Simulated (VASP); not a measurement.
# MnPt2 (P-3m1) in VASP: single point with PBE

Aim: the single point of MnPt2 with PBE.

Program: VASP 6.6.1. These are calculated values, not measurements. Logs are shortened: lines on timing, memory, paths and dates and some standing lists are left out, and cuts for length are marked.

**1. The cell of the first run**

The structure is trigonal, space group P-3m1 (No. 164). The conventional cell has a = 2.858 Å, b = 2.858 Å, c = 6.533 Å, α = 90.00°, β = 90.00°, γ = 120.00°. Mn (site symmetry -3m) has 6 Pt at 2.64 Å and 6 Mn at 2.86 Å within 3.5 Å. Within 3.5 Å of Pt (site symmetry 3m) lie 3 Mn at 2.64 Å and 9 Pt at 2.86 to 2.91 Å.

**2. Single point, PBE, collinear spin, ferromagnetic start**

The input, INCAR:

```
ALGO = Normal ; EDIFF = 1E-6
ENCUT = 520 ; GGA = PE
ISIF = 2 ; ISMEAR = 0
ISPIN = 2 ; LASPH = T
LCHARG = F ; LMAXMIX = 4
LORBIT = 11 ; LREAL = F
LWAVE = F ; MAGMOM = 4 0 0
NBANDS = 28 ; NELM = 150
PREC = Accurate ; SIGMA = 0.1
```

The input, KPOINTS:

```
k-points
0
Gamma
  6 6 4
```

The input, POSCAR:

```
MnPt2
1.0
    2.8584043700      0.0000000000      0.0000000000
   -1.4292021800      2.4754508000      0.0000000000
    0.0000000000      0.0000000000      6.5325040800
Mn Pt
1 2
Direct
    0.0000000000      0.0000000000      0.0000000000
    0.3333333300      0.6666666700      0.6837940200
    0.6666666700      0.3333333300      0.3162059800
```

Potentials or basis: VASP PAW PBE potentials, release 64 (Mn_pv, Pt).

Launch:

```
$ cat potpaw_PBE.64/Mn_pv/POTCAR potpaw_PBE.64/Pt/POTCAR > POTCAR
$ mpirun -np 1 vasp_std > vasp.out
```

OUTCAR:

```text
EDIFF = 1E-6
   ENCUT = 520
   GGA = PE
   ISIF = 2
   ISMEAR = 0
   ISPIN = 2
   LASPH = T
   LORBIT = 11
   LREAL = F
   NELM = 150
   PREC = Accurate

 ion  position               nearest neighbor table
   1  0.000  0.000  0.000-   2 2.64   3 2.64   2 2.64   3 2.64   3 2.64   2 2.64
   2  0.333  0.667  0.684-   1 2.64   1 2.64   1 2.64   3 2.91   3 2.91   3 2.91
   3  0.667  0.333  0.316-   1 2.64   1 2.64   1 2.64   2 2.91   2 2.91   2 2.91

  LATTYP: Found a hexagonal cell.
 ALAT       =     2.8584043700
 C/A-ratio  =     2.2853673709

  Lattice vectors:

 A1 = (   2.8584043700,   0.0000000000,   0.0000000000)
 A2 = (  -1.4292021800,   2.4754508000,   0.0000000000)
 A3 = (   0.0000000000,   0.0000000000,   6.5325040800)

Analysis of symmetry for initial positions (statically):
=====================================================================
 Subroutine PRICEL returns:
 Original cell was already a primitive cell.

 Routine SETGRP: Setting up the symmetry group for a
 hexagonal supercell.

 Subroutine GETGRP returns: Found 12 space group operations
 (whereof 12 operations were pure point group operations)
 out of a pool of 24 trial point group operations.

The static configuration has the point symmetry D_3d.

Analysis of symmetry for dynamics (positions and initial velocities):
=====================================================================
 Subroutine PRICEL returns:
 Original cell was already a primitive cell.

 Routine SETGRP: Setting up the symmetry group for a
 hexagonal supercell.

 Subroutine GETGRP returns: Found 12 space group operations
 (whereof 12 operations were pure point group operations)
 out of a pool of 24 trial point group operations.

The dynamic configuration has the point symmetry D_3d.

Analysis of structural, dynamic, and magnetic symmetry:
=====================================================================
 Subroutine PRICEL returns:
 Original cell was already a primitive cell.

 Routine SETGRP: Setting up the symmetry group for a
 hexagonal supercell.

 Subroutine GETGRP returns: Found 12 space group operations
 (whereof 12 operations were pure point group operations)
 out of a pool of 24 trial point group operations.

The overall configuration has the point symmetry D_3d.

 Subroutine INISYM returns: Found 12 space group operations
 (whereof 12 operations are pure point group operations),
 and found     1 'primitive' translations

----------------------------------------------------------------------------------------

                                     Primitive cell

  volume of cell :      46.2229

  direct lattice vectors                    reciprocal lattice vectors
     2.858404370  0.000000000  0.000000000     0.349845533  0.201983412  0.000000000
    -1.429202180  2.475450800  0.000000000     0.000000000  0.403966825  0.000000000
     0.000000000  0.000000000  6.532504080     0.000000000  0.000000000  0.153080654

  length of vectors
     2.858404370  2.858404369  6.532504080     0.403966825  0.403966825  0.153080654

  position of ions in fractional coordinates (direct lattice)
     0.000000000  0.000000000  0.000000000
     0.333333330  0.666666670  0.683794020
     0.666666670  0.333333330  0.316205980

  ion indices of the primitive-cell ions
   primitive index   ion index
                 1           1
                 2           2
                 3           3

----------------------------------------------------------------------------------------

 KPOINTS: k-points

Automatic generation of k-mesh.
 Grid dimensions read from file:
 generate k-points for:    6    6    4

 Generating k-lattice:

  Cartesian coordinates                     Fractional coordinates (reciprocal lattice)
     0.058307589  0.033663902  0.000000000     0.166666667  0.000000000  0.000000000
     0.000000000  0.067327804  0.000000000     0.000000000  0.166666667  0.000000000
     0.000000000  0.000000000  0.038270164     0.000000000  0.000000000  0.250000000

  Length of vectors
     0.067327804  0.067327804  0.038270164

  Shift w.r.t. Gamma in fractional coordinates (k-lattice)
     0.000000000  0.000000000  0.000000000

 Subroutine IBZKPT returns following result:
 ===========================================

 Found     24 irreducible k-points:

 Following reciprocal coordinates:
            Coordinates               Weight
  0.000000  0.000000  0.000000      1.000000
  0.166667  0.000000  0.000000      6.000000
  0.333333 -0.000000  0.000000      6.000000
  0.500000  0.000000  0.000000      3.000000
  0.166667  0.166667  0.000000      6.000000
  0.333333  0.166667  0.000000     12.000000
[... 16 lines left out ...]
  0.333333  0.166667  0.500000     12.000000
  0.333333  0.333333  0.500000      2.000000
   k-points           NKPTS =     24   k-points in BZ     NKDIM =     24   number of bands    NBANDS=     28
   number of dos      NEDOS =    301   number of ions     NIONS =      3
   total plane-waves  NPLWV =  28800
   dimension x,y,z NGX =    24 NGY =   24 NGZ =   50
   dimension x,y,z NGXF=    48 NGYF=   48 NGZF=  100
   ions per type =               1   2
   NGX,Y,Z   is equivalent  to a cutoff of  13.96, 13.96, 12.72 a.u.
   NGXF,Y,Z  is equivalent  to a cutoff of  27.92, 27.92, 25.45 a.u.
 SYSTEM =  unknown system
   PREC   = accura    normal or accurate (medium, high low for compatibility)
   ISTART =      0    job   : 0-new  1-cont  2-samecut
   ICHARG =      2    charge: 1-file 2-atom 10-const
   ISPIN  =      2    spin polarized calculation?
   LNONCOLLINEAR =      F non collinear calculations
   LSORBIT =      F    spin-orbit coupling
   LASPH  =      T    aspherical Exc in radial PAW
   ENCUT  =  520.0 eV  38.22 Ry    6.18 a.u.   5.31  5.31 12.15*2*pi/ulx,y,z
   NELM   =    150;   NELMIN=  2; NELMDL= -5     # of ELM steps
   EDIFF  = 0.1E-05   stopping-criterion for ELM
   LREAL  =      F    real-space projection
   EDIFFG = 0.1E-04   stopping-criterion for IOM
   NSW    =      0    number of steps for IOM
   IBRION =     -1    ionic relax: 0-MD 1-quasi-New 2-CG
   NFREE  =      0    steps in history (QN), initial steepest desc. (CG)
   ISIF   =      2    stress and relaxation
   ISYM   =      2    0-nonsym 1-usesym 2-fastsym
   POTIM  = 0.5000    time-step for ionic-motion
   TEBEG  =    0.0;   TEEND  =   0.0 temperature during run
   PSTRESS=    0.0 pullay stress
   NELECT =      33.0000    total number of electrons
   NUPDOWN=      -1.0000    fix difference up-down
   EMIN   =  10.00;   EMAX   =-10.00  energy-range for DOS
   EFERMI =   0.00;   METHOD = LEGACY
   ISMEAR =     0;   SIGMA  =   0.10  broadening in eV -4-tet -1-fermi 0-gaus
   EFERMI_NEDOS =   21; number of points for ismear=-14 and -15
   IALGO  =     38    algorithm
   IMIX   =      4    mixing-type and parameters
     AMIX     =   0.40;   BMIX     =  1.00
     AMIX_MAG =   1.60;   BMIX_MAG =  1.00
  volume/ion in A,a.u.               =      15.41       103.98
  Fermi-wavevector in a.u.,A,eV,Ry     =   1.463166  2.764983 29.128096  2.140855
  Thomas-Fermi vector in A             =   2.579293
   LORBIT       =     11    0 simple, 1 ext, 2 COOP (PROOUT), +10 PAW based schemes
   GGA     = PE    functional components
   LHFCALC =     F    Hartree Fock is set to
   AEXX    =    0.0000 exact exchange contribution
   IVDW    =     0    specifies the selected vdW correction
   LEPSILON=     F    determine dielectric tensor
   LRPA    =     F    only Hartree local field effects (RPA)
 spin polarized calculation
 Gauss-broadening in eV      SIGMA  =   0.10
  energy-cutoff  :      520.00
  volume of cell :       46.22
 maximum number of plane-waves:      1264
 NGX is ok and might be reduce to    24
   NGX = 11   NGY = 11   NGZ = 25

 number of electron      32.9999989 magnetization       4.6368140

 Free energy of the ion-electron system (eV)
  ---------------------------------------------------
  ext. energy  EPLUGINS =         0.00000000
  ---------------------------------------------------
  free energy    TOTEN  =       -21.88121799 eV

  energy without entropy =      -21.87148586  energy(sigma->0) =      -21.87635192

 E-fermi :   9.5555     XC(G=0): -12.8424

 val. band max:        9.5303434520   @ k =   0.5000   0.0000   0.2500
 cond. band min:       9.5704789292   @ k =   0.0000   0.1667   0.2500
 fundamental gap:      0.0401354773
 Fermi energy:         9.5554597882

 spin component 1

 k-point     1 :       0.0000    0.0000    0.0000
  band No.  band energies     occupation
      1     -40.2549      1.00000
      2     -40.2549      1.00000
      3     -40.2504      1.00000
      4       0.2462      1.00000
      5       2.5672      1.00000
      6       3.6918      1.00000
[... 20 lines left out ...]
     27      28.4664      0.00000
     28      28.4665      0.00000
[... 683 lines left out ...]
 k-point    24 :       0.3333    0.3333    0.5000
  band No.  band energies     occupation
      1     -40.3461      1.00000
      2     -40.3461      1.00000
      3     -40.2321      1.00000
      4       4.6461      1.00000
      5       4.6461      1.00000
      6       4.8290      1.00000
[... 20 lines left out ...]
     27      22.1786      0.00000
     28      22.2991      0.00000
 Fermi energy:         9.5554597882

 spin component 2

 k-point     1 :       0.0000    0.0000    0.0000
  band No.  band energies     occupation
      1     -36.2631      1.00000
      2     -36.1780      1.00000
      3     -36.1780      1.00000
      4       0.4933      1.00000
      5       2.7138      1.00000
      6       4.4959      1.00000
[... 20 lines left out ...]
     27      29.1883      0.00000
     28      29.1907      0.00000
[... 683 lines left out ...]
 k-point    24 :       0.3333    0.3333    0.5000
  band No.  band energies     occupation
      1     -36.2838      1.00000
      2     -36.2838      1.00000
      3     -36.2405      1.00000
      4       5.0304      1.00000
      5       5.0304      1.00000
      6       5.0686      1.00000
[... 20 lines left out ...]
     27      22.8806      0.00000
     28      22.8810      0.00000

------------------------ aborting loop because EDIFF is reached ----------------------------------------

  FORCE on cell =-STRESS in cart. coord.  units (eV):
  Direction    XX          YY          ZZ          XY          YZ          ZX
  --------------------------------------------------------------------------------------
  -------------------------------------------------------------------------------------
  Total       -0.6111748     -0.6111748      0.3690484     -0.0000000      0.0000000      0.0000000
  in kB      -21.1845073    -21.1845073     12.7919346     -0.0000000      0.0000000      0.0000000
  external PRESSURE =      -9.8590267 kB  Pullay stress =       0.0000000 kB

 VOLUME and BASIS-vectors are now :
 -----------------------------------------------------------------------------
  energy-cutoff  :      520.00
  volume of cell :       46.22
      direct lattice vectors                 reciprocal lattice vectors
     2.858404370  0.000000000  0.000000000     0.349845533  0.201983412  0.000000000
    -1.429202180  2.475450800  0.000000000     0.000000000  0.403966825  0.000000000
     0.000000000  0.000000000  6.532504080     0.000000000  0.000000000  0.153080654

 POSITION                                       TOTAL-FORCE (eV/Angst)
 -----------------------------------------------------------------------------------
      0.00000      0.00000      0.00000         0.000000      0.000000      0.000000
     -0.00000      1.65030      4.46689         0.000000     -0.000000     -0.018021
      1.42920      0.82515      2.06562        -0.000000      0.000000      0.018021
 -----------------------------------------------------------------------------------
    total drift:                                0.000000     -0.000000      0.000000

  FREE ENERGIE OF THE ION-ELECTRON SYSTEM (eV)
  ---------------------------------------------------
  free  energy   TOTEN  =       -21.8812179887 eV

  energy  without entropy=      -21.8714858567  energy(sigma->0) =      -21.87635192

 total charge

# of ion       s       p       d       tot
------------------------------------------
    1        0.318   6.266   4.963  11.548
    2        0.651   0.531   8.047   9.229
    3        0.651   0.531   8.047   9.229
--------------------------------------------------
tot          1.619   7.329  21.057  30.005

 magnetization (x)

# of ion       s       p       d       tot
------------------------------------------
    1        0.018   0.025   3.739   3.782
    2       -0.018  -0.005   0.360   0.337
    3       -0.018  -0.005   0.360   0.337
--------------------------------------------------
tot         -0.018   0.015   4.460   4.457
```

Run time: 61 s. Hardware: 1 thread of Intel Xeon Platinum 8259CL at 2.50GHz (Skylake/Cascade Lake), shared host; peak memory 0.22 GiB.

Results:

```yaml
Free_energy: -21.8812 eV
Pressure: -1.0 GPa
Largest_force: 0.018 eV/Å
Net_moment: 4.64 μB per cell
Site_moments: Mn +3.78; Pt +0.34 μB
Valence_electrons_inside_the_program's_atomic_spheres: Mn 11.55; Pt 9.23
```

Forces in eV/Å, atoms in the order of the input:
```
Mn   0.000  0.000  0.000
Pt   0.000  0.000 -0.018
Pt   0.000  0.000  0.018
```

Caveat: the k points lie up to 0.42 Å⁻¹ apart; spin-orbit coupling is left out, which moves the levels of the heavy elements.
